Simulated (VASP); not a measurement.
# GaP: relaxation of the atoms with PBE

GaP:

```
CELL_PARAMETERS angstrom
0.00000 2.68842 2.68842
2.68842 0.00000 2.68842
2.68842 2.68842 0.00000
ATOMIC_POSITIONS crystal
Ga 0.00000 0.00000 0.00000
P 0.25000 0.25000 0.25000
```

This cell differs from its parent crystal: volume scaled by 0.96.

```yaml
Program: VASP 6.6.1
Task: relaxation of the atoms
Functional: PBE
Potentials_or_basis: VASP PAW PBE potentials, release 64 (Ga_d, P)
Cutoff: 520 eV
k_mesh: 14 × 14 × 14
Occupations: fermi-dirac, width 0.02 eV
Spin: no spin polarisation
Dipole_correction: no
Further_INCAR_settings: ALGO = Normal; EDIFF = 1e-06; IBRION = 2; EDIFFG = -0.02; NSW = 80
```

- Pressure after relaxing: 6.3 GPa
- Band gap on the k mesh: 1.52 eV, indirect (least direct gap 2.17 eV)

Final structure:
```
CELL_PARAMETERS angstrom
0.00000 2.68842 2.68842
2.68842 0.00000 2.68842
2.68842 2.68842 0.00000
ATOMIC_POSITIONS crystal
Ga 0.00000 0.00000 0.00000
P 0.25000 0.25000 0.25000
```

Levels at points of the mesh, in eV from the valence-band top:
```tsv
k point	band 7	band 8	band 9	band 10	band 11	band 12
(0.00, 0.00, 0.00)	0.00	0.00	0.00	2.17	3.88	3.88
(0.50, 0.00, 0.00)	-6.87	-1.18	-1.18	1.80	4.71	4.71
(0.50, 0.50, 0.00)	-6.95	-2.83	-2.83	1.57	1.78	10.90
```

Wall time 27 s on 1 thread of Intel Xeon 6975P-C, with other jobs on the host, peak memory 0.19 GiB.

Caveat: the relaxation stopped at its first step, so nothing moved. A k mesh can miss the band edges.
